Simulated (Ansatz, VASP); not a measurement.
This is a calculation of ZnO for VASP 6.6.1.

Contents of INCAR:

```
PREC     = Accurate       # precision mode
ENCUT    = 520            # plane-wave cutoff, eV
EDIFF    = 1E-6           # SCF threshold, eV
ISMEAR   = -1             # smearing method
SIGMA    = 0.05           # smearing width, eV
LREAL    = F              # projectors in reciprocal space
LASPH    = T              # aspherical terms in the spheres
NELM     = 60             # most SCF steps
ALGO     = Normal         # electronic algorithm
ISIF     = 2              # what is computed and relaxed
LWAVE    = F              # write WAVECAR
LCHARG   = F              # write CHGCAR
GGA      = PS             # functional
NBANDS   = 26             # bands
```

File KPOINTS:

```
Automatic mesh
0
Gamma
  9 9 5
```

Contents of POSCAR:

```
ZnO
1.0
    3.3130361008      0.0000000000      0.0000000000
   -1.6565180504      2.8691734269      0.0000000000
    0.0000000000      0.0000000000      5.3078076462
Zn O
2 2
Direct
    0.6666666667      0.3333333333      0.0000000000
    0.3333333333      0.6666666667      0.5000000000
    0.3333333333      0.6666666667      0.8790100000
    0.6666666667      0.3333333333      0.3790100000
```

Potentials or basis: VASP PAW PBE potentials, release 64 (Zn, O).

The run is started by

```console
$ cat potpaw_PBE.64/Zn/POTCAR potpaw_PBE.64/O/POTCAR > POTCAR
$ mpirun -np 1 vasp_std > vasp.out
```

Task: Set up the same calculation for Ansatz 0.2.0. Potentials there: all-electron LAPW, scalar-relativistic.

Result: As run (the cutoff follows the program's own potentials):

File input.yaml:

```yaml
crystal:
  lattice:
    - [3.3130361008, 0.0, 0.0]
    - [-1.6565180504, 2.8691734269, 0.0]
    - [0.0, 0.0, 5.3078076462]
  atoms:
    - { symbol: Zn, position: [0.6666666667, 0.3333333333, 0.0] }
    - { symbol: Zn, position: [0.3333333333, 0.6666666667, 0.5] }
    - { symbol: O, position: [0.3333333333, 0.6666666667, 0.87901] }
    - { symbol: O, position: [0.6666666667, 0.3333333333, 0.37901] }
kpoints:
  mp_grid: { grid: [9, 9, 5] }
scf:
  occupations: { method: fermi_dirac, width: 0.05 }
hamiltonian:
  xc: pbesol
  pseudopotentials: { kind: all_electron, lapw: { basis_error: 0.001 } }
output:
  forces: true
  stress: true
  eigenvalues: true
```

Potentials or basis: all-electron LAPW, scalar-relativistic.

Command:

```sh
$ ansatz run input.yaml --threads 2 --pin off --max-ram 8192MiB --backend cpu --events-out ev --progress --plain --runs-dir out
```

Both were run:

|  | VASP | Ansatz | Ansatz less VASP |
| --- | --- | --- | --- |
| gap on the k mesh at the Fermi level (eV) | 0.60 | 0.63 | +0.029 |
| least direct gap on the mesh (eV) | 0.60 | 0.63 | +0.029 |
| pressure (GPa) | -7.8 | -8.6 | -0.78 |
| traceless stress, the component that is largest in VASP (GPa) | 0.96 | 0.91 | -0.042 |
| rms of the force components (eV/Å) | 0.026 | 0.025 | -0.0019 |

VASP's potentials were made for PBE, not for PBEsol. Atom by atom the forces differ by 0.002 eV/Å (rms over components). Ansatz ran all-electron here, and VASP with PAW potentials.
